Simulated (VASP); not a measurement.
Write the native input for VASP 6.6.1 that does the following.

| Quantity | Value |
| --- | --- |
| Task | single point |
| Functional | PBE |
| Potentials or basis | VASP PAW PBE potentials, release 64 (F) |
| Cutoff | 520 eV |
| k mesh | 18 × 18 × 10 |
| Occupations | fermi-dirac, width 0.05 eV |
| Spin | no spin polarisation |
| Dipole correction | no |
| Further INCAR settings | ALGO = Normal; EDIFF = 1e-06; NBANDS = 14 |

The structure of F lies in POSCAR:

```
F
1.0
    2.5228476721      0.0000000000      0.0000000000
   -1.2614238360      2.1848501739      0.0000000000
    0.0000000000      0.0000000000      2.8874494732
F
2
Direct
    0.3333333333      0.6666666667      0.2500000000
    0.6666666667      0.3333333333      0.7500000000
```

The input as run:

INCAR

```
  ALGO = Normal
  EDIFF = 1E-6
  ENCUT = 520
  GGA = PE
  ISIF = 2
  ISMEAR = -1
  LASPH = True
  LCHARG = True
  LELF = True
  LREAL = False
  LVHAR = True
  LWAVE = False
  NBANDS = 14
  NELM = 60
  PREC = Accurate
  SIGMA = 0.05
```

KPOINTS

```
k-points
0
Gamma
  18 18 10
```

Potentials or basis: VASP PAW PBE potentials, release 64 (F).

Command:

```sh
$ cat potpaw_PBE.64/F/POTCAR > POTCAR
$ mpirun -np 1 vasp_std > vasp.out
```

It gave:

- Pressure: 28.3 GPa
- Band gap on the k mesh: zero (band 7 reaches 0.25 eV, above the bottom of band 8 at -1.58 eV)

Run time: 62 s on 1 thread of AMD EPYC 7R13 Processor (Zen 3), with other jobs on the host, peak memory 0.11 GiB.
